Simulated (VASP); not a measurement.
A run of VASP 6.6.1 is set up as follows.

File INCAR:

```
SYSTEM = SiC
PREC = Accurate
ENCUT = 600
EDIFF = 1E-7
ISMEAR = 0
SIGMA = 0.02
LREAL = .False.
LASPH = .True.
NELM = 120
ALGO = Normal
ISIF = 3
LWAVE = .False.
LCHARG = .False.
GGA = CA
IBRION = 2
NSW = 100
EDIFFG = -0.002
GGA_COMPAT = .False.
NELMIN = 4
```

File KPOINTS:

```
Automatic mesh
0
Gamma
  10 10 10
  0 0 0
```

The input POSCAR:

```
SiC
1.0
    0.0000000000      2.1769966200      2.1769966200
    2.1769966200      0.0000000000      2.1769966200
    2.1769966200      2.1769966200      0.0000000000
Si C
1 1
Direct
    0.0000000000      0.0000000000      0.0000000000
    0.2500000000      0.2500000000      0.2500000000
```

Potentials or basis: VASP PAW LDA potentials, release 64 (Si, C).

Command:

```bash
$ cat potpaw_LDA.64/Si/POTCAR potpaw_LDA.64/C/POTCAR > POTCAR
$ mpirun -np 1 vasp_std > vasp.out
```

What does it give for the relaxed volume?

10.15 Å³/atom.

Predict the relaxed cell.

a = 3.062 Å, b = 3.062 Å, c = 3.062 Å, α = 60.00°, β = 60.00°, γ = 60.00°.

What does it give for the band gap on the k mesh?

1.29 eV, indirect (least direct gap 4.52 eV).

Final structure:
```
CELL_PARAMETERS angstrom
0.00000 2.16528 2.16528
2.16528 0.00000 2.16528
2.16528 2.16528 0.00000
ATOMIC_POSITIONS crystal
Si 0.00000 0.00000 0.00000
C 0.25000 0.25000 0.25000
```

A k mesh can miss the band edges. A hybrid or GW would open this gap; LDA tends to underestimate it.
